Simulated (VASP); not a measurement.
# Re (P6_3/mmc) in VASP: single point with r2SCAN

Aim: the single point of Re with r2SCAN.

Everything below comes from runs of VASP 6.6.1. Logs are shortened: lines on timing, memory, paths and dates and some standing lists are left out, and cuts for length are marked.

## Step 1: The cell of the first run

Symmetry: P6_3/mmc, No. 194, hexagonal system. The conventional cell has a = 2.760 Å, b = 2.760 Å, c = 4.457 Å, α = 90.00°, β = 90.00°, γ = 120.00°. Re (site symmetry -6m2) has 12 Re at 2.74 to 2.76 Å within 3.6 Å.

## Step 2: Single point, r2SCAN

Contents of POSCAR:

```
Re
1.0
    2.7598270424      0.0000000000      0.0000000000
   -1.3799135212      2.3900803288      0.0000000000
    0.0000000000      0.0000000000      4.4572270933
Re
2
Direct
    0.3333333333      0.6666666667      0.2500000000
    0.6666666667      0.3333333333      0.7500000000
```

Contents of INCAR.step1:

```
PREC = Accurate
ENCUT = 520
ISMEAR = -1
SIGMA = 0.1
LREAL = F
LASPH = T
NELM = 60
NBANDS = 14
GGA = PE
ALGO = Normal
EDIFF = 1E-4
LWAVE = T
LCHARG = F
```

Contents of INCAR.step2:

```
PREC = Accurate
ENCUT = 520
EDIFF = 1E-6
ISMEAR = -1
SIGMA = 0.1
LREAL = F
LASPH = T
NELM = 60
ALGO = Normal
ISIF = 2
LWAVE = F
LCHARG = F
METAGGA = R2SCAN
LMIXTAU = T
NBANDS = 14
ISTART = 1
```

Contents of KPOINTS:

```
Automatic mesh
0
Gamma
  21 21 12
```

Potentials or basis: VASP PAW PBE potentials, release 64 (Re).

The run is started by

```
$ cat potpaw_PBE.64/Re/POTCAR > POTCAR
$ cp INCAR.step1 INCAR
$ mpirun -np 1 vasp_std > vasp.out
$ cp INCAR.step2 INCAR
$ mpirun -np 1 vasp_std > vasp.out
```

OUTCAR:

```text
PREC = Accurate
   ENCUT = 520
   EDIFF = 1E-6
   ISMEAR = -1
   LREAL = F
   LASPH = T
   NELM = 60
   ISIF = 2
   METAGGA = R2SCAN
   ISTART = 1

 ion  position               nearest neighbor table
   1  0.333  0.667  0.250-   2 2.74   2 2.74   2 2.74   2 2.74   2 2.74   2 2.74
   2  0.667  0.333  0.750-   1 2.74   1 2.74   1 2.74   1 2.74   1 2.74   1 2.74

  LATTYP: Found a hexagonal cell.
 ALAT       =     2.7598270424
 C/A-ratio  =     1.6150385603

  Lattice vectors:

 A1 = (   2.7598270424,   0.0000000000,   0.0000000000)
 A2 = (  -1.3799135212,   2.3900803288,   0.0000000000)
 A3 = (   0.0000000000,   0.0000000000,   4.4572270933)

Analysis of symmetry for initial positions (statically):
=====================================================================
 Subroutine PRICEL returns:
 Original cell was already a primitive cell.

 Routine SETGRP: Setting up the symmetry group for a
 hexagonal supercell.

 Subroutine GETGRP returns: Found 24 space group operations
 (whereof 12 operations were pure point group operations)
 out of a pool of 24 trial point group operations.

The static configuration has the point symmetry D_3d.
 The point group associated with its full space group is D_6h.

Analysis of symmetry for dynamics (positions and initial velocities):
=====================================================================
 Subroutine PRICEL returns:
 Original cell was already a primitive cell.

 Routine SETGRP: Setting up the symmetry group for a
 hexagonal supercell.

 Subroutine GETGRP returns: Found 24 space group operations
 (whereof 12 operations were pure point group operations)
 out of a pool of 24 trial point group operations.

The dynamic configuration has the point symmetry D_3d.
 The point group associated with its full space group is D_6h.

 Subroutine INISYM returns: Found 24 space group operations
 (whereof 12 operations are pure point group operations),
 and found     1 'primitive' translations

----------------------------------------------------------------------------------------

                                     Primitive cell

  volume of cell :      29.4008

  direct lattice vectors                    reciprocal lattice vectors
     2.759827042  0.000000000  0.000000000     0.362341547  0.209197990  0.000000000
    -1.379913521  2.390080329  0.000000000     0.000000000  0.418395979  0.000000000
     0.000000000  0.000000000  4.457227093     0.000000000  0.000000000  0.224354734

  length of vectors
     2.759827042  2.759827042  4.457227093     0.418395979  0.418395979  0.224354734

  position of ions in fractional coordinates (direct lattice)
     0.333333333  0.666666667  0.250000000
     0.666666667  0.333333333  0.750000000

  ion indices of the primitive-cell ions
   primitive index   ion index
                 1           1
                 2           2

----------------------------------------------------------------------------------------

 KPOINTS: Automatic mesh

Automatic generation of k-mesh.
 Grid dimensions read from file:
 generate k-points for:   21   21   12

 Generating k-lattice:

  Cartesian coordinates                     Fractional coordinates (reciprocal lattice)
     0.017254359  0.009961809  0.000000000     0.047619048  0.000000000  0.000000000
     0.000000000  0.019923618  0.000000000     0.000000000  0.047619048  0.000000000
     0.000000000  0.000000000  0.018696228     0.000000000  0.000000000  0.083333333

  Length of vectors
     0.019923618  0.019923618  0.018696228

  Shift w.r.t. Gamma in fractional coordinates (k-lattice)
     0.000000000  0.000000000  0.000000000

 Subroutine IBZKPT returns following result:
 ===========================================

 Found    336 irreducible k-points:

 Following reciprocal coordinates:
            Coordinates               Weight
  0.000000  0.000000  0.000000      1.000000
  0.047619  0.000000  0.000000      6.000000
  0.095238  0.000000  0.000000      6.000000
  0.142857  0.000000  0.000000      6.000000
  0.190476  0.000000  0.000000      6.000000
  0.238095 -0.000000  0.000000      6.000000
[... 16 lines left out ...]
  0.142857  0.095238  0.000000     12.000000
  0.190476  0.095238  0.000000     12.000000
 [... further k-points ...]
   k-points           NKPTS =    336   k-points in BZ     NKDIM =    336   number of bands    NBANDS=     14
   number of dos      NEDOS =    301   number of ions     NIONS =      2
   total plane-waves  NPLWV =  20736
   dimension x,y,z NGX =    24 NGY =   24 NGZ =   36
   dimension x,y,z NGXF=    48 NGYF=   48 NGZF=   72
   ions per type =               2
   NGX,Y,Z   is equivalent  to a cutoff of  14.46, 14.46, 13.43 a.u.
   NGXF,Y,Z  is equivalent  to a cutoff of  28.91, 28.91, 26.85 a.u.
 SYSTEM =  unknown system
   PREC   = accura    normal or accurate (medium, high low for compatibility)
   ISTART =      1    job   : 0-new  1-cont  2-samecut
   ICHARG =      0    charge: 1-file 2-atom 10-const
   ISPIN  =      1    spin polarized calculation?
   LNONCOLLINEAR =      F non collinear calculations
   LSORBIT =      F    spin-orbit coupling
   LASPH  =      T    aspherical Exc in radial PAW
   ENCUT  =  520.0 eV  38.22 Ry    6.18 a.u.   5.13  5.13  8.29*2*pi/ulx,y,z
   NELM   =     60;   NELMIN=  2; NELMDL=  0     # of ELM steps
   EDIFF  = 0.1E-05   stopping-criterion for ELM
   LREAL  =      F    real-space projection
   EDIFFG = 0.1E-04   stopping-criterion for IOM
   NSW    =      0    number of steps for IOM
   IBRION =     -1    ionic relax: 0-MD 1-quasi-New 2-CG
   NFREE  =      0    steps in history (QN), initial steepest desc. (CG)
   ISIF   =      2    stress and relaxation
   ISYM   =      2    0-nonsym 1-usesym 2-fastsym
   POTIM  = 0.5000    time-step for ionic-motion
   TEBEG  =    0.0;   TEEND  =   0.0 temperature during run
   PSTRESS=    0.0 pullay stress
   NELECT =      14.0000    total number of electrons
   NUPDOWN=      -1.0000    fix difference up-down
   EMIN   =  10.00;   EMAX   =-10.00  energy-range for DOS
   EFERMI =   0.00;   METHOD = LEGACY
   ISMEAR =    -1;   SIGMA  =   0.10  broadening in eV -4-tet -1-fermi 0-gaus
   EFERMI_NEDOS =   21; number of points for ismear=-14 and -15
   IALGO  =     38    algorithm
   IMIX   =      4    mixing-type and parameters
     AMIX     =   0.40;   BMIX     =  1.00
     AMIX_MAG =   1.60;   BMIX_MAG =  1.00
  volume/ion in A,a.u.               =      14.70        99.20
  Fermi-wavevector in a.u.,A,eV,Ry     =   1.278393  2.415813 22.235856  1.634289
  Thomas-Fermi vector in A             =   2.410938
   LORBIT       =      0    0 simple, 1 ext, 2 COOP (PROOUT), +10 PAW based schemes
   METAGGA = R2SCAN    functional components
   LHFCALC =     F    Hartree Fock is set to
   AEXX    =    0.0000 exact exchange contribution
   IVDW    =     0    specifies the selected vdW correction
   LEPSILON=     F    determine dielectric tensor
   LRPA    =     F    only Hartree local field effects (RPA)
 non-spin polarized calculation
  energy-cutoff  :      520.00
  volume of cell :       29.40
 maximum number of plane-waves:       808
 NGX is ok and might be reduce to    24
   NGX = 11   NGY = 11   NGZ = 17

 number of electron      14.0000000 magnetization

 Free energy of the ion-electron system (eV)
  ---------------------------------------------------
  ext. energy  EPLUGINS =         0.00000000
  ---------------------------------------------------
  free energy    TOTEN  =      -104.92601817 eV

  energy without entropy =     -104.87438920  energy(sigma->0) =     -104.90020369

 E-fermi :   7.6960     XC(G=0): -14.9948

 val. band max:        7.6949680747   @ k =   0.0952   0.0476   0.0833
 cond. band min:       7.7079601673   @ k =   0.4762   0.0476   0.5000
 fundamental gap:      0.0129920925
 Fermi energy:         7.6960037247

 k-point     1 :       0.0000    0.0000    0.0000
  band No.  band energies     occupation
      1      -2.6546      2.00000
      2       0.7591      2.00000
      3       6.0534      2.00000
      4       6.0714      2.00000
      5       6.0714      2.00000
      6       6.9363      1.99900
      7       6.9363      1.99900
      8       7.9169      0.19793
      9       7.9169      0.19793
     10       8.2467      0.00808
     11      11.2218      0.00000
     12      11.2218      0.00000
     13      18.2640      0.00000
     14      22.5199      0.00000

 k-point     2 :       0.0476    0.0000    0.0000
  band No.  band energies     occupation
      1      -2.5567      2.00000
      2       0.8510      2.00000
      3       5.7353      2.00000
      4       6.1602      2.00000
      5       6.3549      2.00000
      6       6.8642      1.99951
      7       7.0202      1.99768
      8       7.7131      0.91462
      9       7.8406      0.38138
     10       7.9993      0.09196
     11      11.2733      0.00000
     12      11.6773      0.00000
     13      18.2605      0.00000
     14      22.7381      0.00000

 k-point     3 :       0.0952    0.0000    0.0000
  band No.  band energies     occupation
      1      -2.2691      2.00000
      2       1.1146      2.00000
      3       5.3567      2.00000
      4       6.4244      1.99999
      5       6.5767      1.99997
      6       6.7486      1.99985
      7       6.9349      1.99901
      8       7.2690      1.97242
      9       7.6334      1.30331
     10       7.8062      0.49893
     11      11.4075      0.00000
     12      12.6689      0.00000
     13      18.2328      0.00000
     14      23.3542      0.00000
[... 324 lines left out ...]
 k-point    23 :       0.1429    0.0952    0.0000
  band No.  band energies     occupation
      1      -0.9570      2.00000
      2       2.1692      2.00000
      3       4.3603      2.00000
      4       4.9467      2.00000
      5       6.0272      2.00000
      6       6.4791      1.99999
      7       7.4360      1.86169
      8       7.6165      1.37770
      9       7.7990      0.52630
     10       8.6604      0.00013
     11      11.6982      0.00000
     12      15.6053      0.00000
     13      17.9301      0.00000
     14      24.8972      0.00000

 k-point    24 :       0.1905    0.0952    0.0000
  band No.  band energies     occupation
      1      -0.2804      2.00000
      2       2.4891      2.00000
      3       4.1603      2.00000
      4       4.2373      2.00000
      5       5.8748      2.00000
      6       6.1705      2.00000
      7       7.3721      1.92458
      8       7.8981      0.23399
      9       8.5651      0.00034
     10       9.4278      0.00000
     11      11.7997      0.00000
     12      16.7983      0.00000
     13      17.7410      0.00000
     14      23.7722      0.00000

 [... further k-points ...]

------------------------ aborting loop because EDIFF is reached ----------------------------------------

  FORCE on cell =-STRESS in cart. coord.  units (eV):
  Direction    XX          YY          ZZ          XY          YZ          ZX
  --------------------------------------------------------------------------------------
  -------------------------------------------------------------------------------------
  Total        0.0107123      0.0107123      0.0361620     -0.0000000      0.0000000      0.0000000
  in kB        0.5837579      0.5837579      1.9706254     -0.0000000      0.0000000      0.0000000
  external PRESSURE =       1.0460471 kB  Pullay stress =       0.0000000 kB

 VOLUME and BASIS-vectors are now :
 -----------------------------------------------------------------------------
  energy-cutoff  :      520.00
  volume of cell :       29.40
      direct lattice vectors                 reciprocal lattice vectors
     2.759827042  0.000000000  0.000000000     0.362341547  0.209197990  0.000000000
    -1.379913521  2.390080329  0.000000000     0.000000000  0.418395979  0.000000000
     0.000000000  0.000000000  4.457227093     0.000000000  0.000000000  0.224354734

 POSITION                                       TOTAL-FORCE (eV/Angst)
 -----------------------------------------------------------------------------------
     -0.00000      1.59339      1.11431         0.000000     -0.000000      0.000000
      1.37991      0.79669      3.34292        -0.000000      0.000000      0.000000
 -----------------------------------------------------------------------------------
    total drift:                                0.000000     -0.000000     -0.000000

  FREE ENERGIE OF THE ION-ELECTRON SYSTEM (eV)
  ---------------------------------------------------
  free  energy   TOTEN  =      -104.9260181718 eV

  energy  without entropy=     -104.8743891997  energy(sigma->0) =     -104.90020369
```

It took 9.7 min on 1 thread of Intel Xeon 8259CL, shared host; peak memory 0.26 GiB.

Results:

```yaml
Free_energy: -104.9260 eV
Pressure: 0.1 GPa
Band_gap_on_the_k_mesh: zero (bands 7 and 8 overlap by 3.29 eV)
```

Levels at points of the mesh, in eV from the Fermi level:
| k point | band 3 | band 4 | band 5 | band 6 | band 7 | band 8 | band 9 | band 10 | band 11 | band 12 |
| --- | --- | --- | --- | --- | --- | --- | --- | --- | --- | --- |
| (0.00, 0.00, 0.00) | -1.64 | -1.62 | -1.62 | -0.76 | -0.76 | 0.22 | 0.22 | 0.55 | 3.53 | 3.53 |
| (0.00, 0.00, 0.50) | -2.51 | -2.51 | -1.76 | -1.76 | -1.76 | -1.76 | 2.67 | 2.67 | 2.67 | 2.67 |

Caveat: the PAW data sets were made with another functional, which shifts forces and pressure a little; spin-orbit coupling is left out, which moves the levels of the heavy elements.
